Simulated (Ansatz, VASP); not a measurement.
## One calculation of Mo, two programs

Contents of INCAR:

```
ALGO = Fast
EDIFF = 1E-6
EDIFFG = -0.01
ENCUT = 600
GGA = PE
IBRION = 2
ISIF = 3
ISMEAR = 0
LASPH = True
LCHARG = False
LREAL = False
LWAVE = False
NELM = 80
NSW = 100
PREC = Accurate
SIGMA = 0.1
```

KPOINTS

```
k-points
0
Gamma
  24 24 24
```

POSCAR

```
Mo
1.0
   -1.5680204791      1.5680204791      3.7754032404
    1.5680204791     -1.5680204791      3.7754032404
    1.5680204791      1.5680204791     -3.7754032404
Mo
2
Direct
    0.8387340888      0.8387340888      0.0000000000
    0.1612659112      0.1612659112      0.0000000000
```

Input for Ansatz:

```yaml
crystal:
  lattice:
    - [-1.5680204791, 1.5680204791, 3.7754032404]
    - [1.5680204791, -1.5680204791, 3.7754032404]
    - [1.5680204791, 1.5680204791, -3.7754032404]
  atoms:
    - { symbol: Mo, position: [0.8387340888, 0.8387340888, 0.0] }
    - { symbol: Mo, position: [0.1612659112, 0.1612659112, 0.0] }
basis:
  ecutwfc: 420
kpoints:
  mp_grid: { grid: [24, 24, 24] }
hamiltonian:
  xc: pbe
scf:
  occupations: { method: gaussian, width: 0.1 }
output:
  forces: true
  stress: true
  eigenvalues: true
relax:
  adjacent_minimum: "off"
  f_tol: 0.01
  max_steps: 80
  cell: { stress_tol: 0.05 }
```

Alike in both runs: task relaxation of cell and atoms; functional PBE; k mesh 24 × 24 × 24; occupations gaussian, width 0.1 eV; no spin polarisation.

```csv
,VASP,Ansatz
version,VASP 6.6.1,Ansatz 0.2.0
potentials or method,"VASP PAW PBE potentials, release 64 (Mo_sv), cutoff 600 eV","scalar-relativistic, plane waves, PAW"
valence electrons in the cell,28,28
```

```tsv
	VASP	Ansatz	Ansatz less VASP
gap on the k mesh at the Fermi level, each at its own relaxed structure (eV)	none	none	-
relaxed volume (Å³/atom)	18.58	18.54	-0.045
relaxed length of the cell vector where the two differ most in proportion (Å)	4.391	4.385	-0.0063
```

A gap of «none» marks a metal or a gap that the smearing closes.
